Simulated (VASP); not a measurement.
# W (R-3m) in VASP: notebook, part 2 of 2

VASP 6.6.1. The steps go on from the part before.

## Step 4: Single point, PBE

This run uses another cell than the first one, of 17.62 Å³/atom, 1.031 times its volume.

Contents of INCAR:

```
SYSTEM = W
ALGO = Fast
EDIFF = 1E-6
ENCUT = 520
GGA = PE
ISIF = 2
ISMEAR = 0
LASPH = .TRUE.
LCHARG = .FALSE.
LREAL = .FALSE.
LWAVE = .FALSE.
NBANDS = 13
NELM = 100
PREC = Accurate
SIGMA = 0.15
```

Contents of KPOINTS:

```
k-points
0
G
  20 20 20
  0 0 0
```

Contents of POSCAR:

```
W
1.0
   -1.6025149771      1.6396050724      1.6396050724
    1.6396050724     -1.6025149771      1.6396050724
    1.6396050724      1.6396050724     -1.6025149771
W
1
Direct
    0.0000000000      0.0000000000      0.0000000000
```

Potentials or basis: VASP PAW PBE potentials, release 64 (W_sv).

Started as:

```console
$ cat potpaw_PBE.64/W_sv/POTCAR > POTCAR
$ mpirun -np 1 vasp_std > vasp.out
```

OUTCAR:

```text
SYSTEM = W
   EDIFF = 1E-6
   ENCUT = 520
   GGA = PE
   ISIF = 2
   ISMEAR = 0
   LASPH = .TRUE.
   LREAL = .FALSE.
   NELM = 100
   PREC = Accurate

 ion  position               nearest neighbor table
   1  0.000  0.000  0.000-

  LATTYP: Found a trigonal (rhomboedric) cell.
 ALAT       =     2.8186280064
 COS(alpha) =    -0.3230695003

  Lattice vectors:

 A1 = (  -1.6025149771,   1.6396050724,   1.6396050724)
 A2 = (   1.6396050724,  -1.6025149771,   1.6396050724)
 A3 = (   1.6396050724,   1.6396050724,  -1.6025149771)

Analysis of symmetry for initial positions (statically):
=====================================================================
 Subroutine PRICEL returns:
 Original cell was already a primitive cell.

 Routine SETGRP: Setting up the symmetry group for a
 trigonal (rhombohedral) supercell.

 Subroutine GETGRP returns: Found 12 space group operations
 (whereof 12 operations were pure point group operations)
 out of a pool of 12 trial point group operations.

The static configuration has the point symmetry D_3d.

Analysis of symmetry for dynamics (positions and initial velocities):
[... 171 lines left out ...]
      4     -28.0339      2.00000
      5       0.9309      2.00000
      6       8.7033      2.00000
      7       8.7033      2.00000
      8       9.2495      2.00000
      9      12.0059      0.00000
     10      12.0059      0.00000
     11      24.0435      0.00000
     12      24.0435      0.00000
     13      24.6290      0.00000
[... 354 lines left out ...]
  band No.  band energies     occupation
      1     -64.3141      2.00000
      2     -28.7388      2.00000
      3     -28.2633      2.00000
      4     -28.0473      2.00000
      5       3.9988      2.00000
      6       7.2809      2.00000
      7       8.2906      2.00000
      8      11.7417      0.00000
      9      12.4741      0.00000
     10      12.8931      0.00000
     11      22.5071      0.00000
     12      23.2329      0.00000
     13      28.9271      0.00000

 [... further k-points ...]

------------------------ aborting loop because EDIFF is reached ----------------------------------------

  FORCE on cell =-STRESS in cart. coord.  units (eV):
  Direction    XX          YY          ZZ          XY          YZ          ZX
  --------------------------------------------------------------------------------------
  -------------------------------------------------------------------------------------
  Total       -2.3935645     -2.3935645     -2.3935645     -0.2466383     -0.2466383     -0.2466383
  in kB     -217.5922532   -217.5922532   -217.5922532    -22.4211932    -22.4211932    -22.4211932
  external PRESSURE =    -217.5922532 kB  Pullay stress =       0.0000000 kB

 VOLUME and BASIS-vectors are now :
 -----------------------------------------------------------------------------
  energy-cutoff  :      520.00
  volume of cell :       17.62
      direct lattice vectors                 reciprocal lattice vectors
    -1.602514977  1.639605072  1.639605072    -0.006822990  0.301617162  0.301617162
     1.639605072 -1.602514977  1.639605072     0.301617162 -0.006822990  0.301617162
     1.639605072  1.639605072 -1.602514977     0.301617162  0.301617162 -0.006822990

 POSITION                                       TOTAL-FORCE (eV/Angst)
 -----------------------------------------------------------------------------------
      0.00000      0.00000      0.00000         0.000000     -0.000000      0.000000
 -----------------------------------------------------------------------------------
    total drift:                               -0.000000      0.000000      0.000000

  FREE ENERGIE OF THE ION-ELECTRON SYSTEM (eV)
  ---------------------------------------------------
  free  energy   TOTEN  =       -12.8439101513 eV

  energy  without entropy=      -12.8397015507  energy(sigma->0) =      -12.84180585
```

stdout:

```text
POSCAR found type information on POSCAR W
 POSCAR found :  1 types and       1 ions
 scaLAPACK will be used
 LDA part: xc-table for (Slater+PW92), standard interpolation
 POSCAR, INCAR and KPOINTS ok, starting setup
 FFT: planning ... GRIDC
 FFT: planning ... GRID_SOFT
 FFT: planning ... GRID
 WAVECAR not read
 entering main loop
WARNING in EDDRMM: call to ZHEGV failed, returncode =   8  4     11
```

It used 340 s of CPU time on 1 thread of AMD EPYC 7R13 Processor (Zen 3), with other jobs on the host.

What came out:

```yaml
Free_energy: -12.8439 eV
Pressure: -21.8 GPa
Band_gap_on_the_k_mesh: zero (band 7 reaches 13.95 eV, above the bottom of band 8 at 9.12 eV)
```

Stress tensor (GPa, compression positive):
```
-21.76  -2.24  -2.24
 -2.24 -21.76  -2.24
 -2.24  -2.24 -21.76
```

Levels at points of the mesh, in eV from the Fermi level:
```tsv
k point	band 4	band 5	band 6	band 7	band 8	band 9	band 10	band 11
(0.00, 0.00, 0.00)	-38.03	-9.06	-1.29	-1.29	-0.74	2.01	2.01	14.05
(0.50, 0.00, 0.00)	-38.03	-5.67	-3.17	0.20	1.96	2.82	5.05	9.21
(0.50, 0.50, 0.00)	-38.07	-5.61	-3.08	0.53	1.72	2.53	5.36	9.71
(0.50, 0.50, 0.50)	-38.65	-5.06	-5.06	3.96	4.63	4.63	7.26	7.53
```

Caveat: spin-orbit coupling is left out, which moves the levels of the heavy elements.

## Step 5: Single point, PBE

This run uses another cell than the first one, of 17.62 Å³/atom, 1.031 times its volume.

Contents of INCAR:

```
ALGO = Fast ; EDIFF = 1E-7
ENCUT = 520 ; GGA = PE
ISIF = 2 ; ISMEAR = 0
LASPH = T ; LCHARG = T
LELF = T ; LREAL = F
LVHAR = T ; LWAVE = F
NBANDS = 13 ; NELM = 80
PREC = Accurate ; SIGMA = 0.15
```

Contents of KPOINTS:

```
k-points
0
Gamma
  20 20 20
```

Contents of POSCAR:

```
W
1.0
   -1.6766951678      1.6396050724      1.6396050724
    1.6396050724     -1.6766951678      1.6396050724
    1.6396050724      1.6396050724     -1.6766951678
W
1
Direct
    0.0000000000      0.0000000000      0.0000000000
```

Started as:

```console
$ cat potpaw_PBE.64/W_sv/POTCAR > POTCAR
$ mpirun -np 1 vasp_std > vasp.out
```

It used 250 s of CPU time on 1 thread of AMD EPYC 7R13 Processor (Zen 3), with other jobs on the host.

It converged, with:

- Free energy: -12.8429 eV
- Pressure: -21.7 GPa
- Band gap on the k mesh: zero (band 7 reaches 14.18 eV, above the bottom of band 8 at 8.98 eV)

Stress tensor (GPa, compression positive):
```
-21.74   2.62   2.62
  2.62 -21.74   2.62
  2.62   2.62 -21.74
```

Levels at points of the mesh, in eV from the Fermi level:
```
           k point  band 5  band 6  band 7  band 8  band 9  band 10
(0.00, 0.00, 0.00)   -9.05   -1.44   -0.93   -0.93    2.03     2.03
(0.50, 0.00, 0.00)   -5.60   -3.05    0.54    1.70    2.51     5.33
(0.50, 0.50, 0.00)   -5.67   -3.18    0.20    1.99    2.85     5.10
(0.50, 0.50, 0.50)   -5.05   -5.05    4.20    4.20    4.84     7.35
```

Caveat: spin-orbit coupling is left out, which moves the levels of the heavy elements.

## Step 6: Summary

```tsv
cell	further INCAR settings	gap on the mesh (eV)	pressure (GPa)
a = 2.770 Å, angles 108.2°, 1 atom	ALGO = Fast; EDIFF = 1e-06; NBANDS = 13	none	-14.3
a = 2.856 Å, angles 110.7°, 1 atom	ALGO = Fast; EDIFF = 1e-07; NBANDS = 13	none	-14.0
a = 2.819 Å, angles 108.8°, 1 atom	ALGO = Fast; EDIFF = 1e-06; NBANDS = 13	none	-21.8
a = 2.861 Å, angles 110.1°, 1 atom	ALGO = Fast; EDIFF = 1e-07; NBANDS = 13	none	-21.7
```

Alike in all rows: task single point; level PBE; potentials or basis VASP PAW PBE potentials, release 64 (W_sv); no spin polarisation; k mesh 20 × 20 × 20; cutoff (eV) 520; smearing gaussian 0.15 eV.

Caveats: spin-orbit coupling is left out, which moves the levels of the heavy elements.

Absolute energies hang on the potentials; compare differences alone.
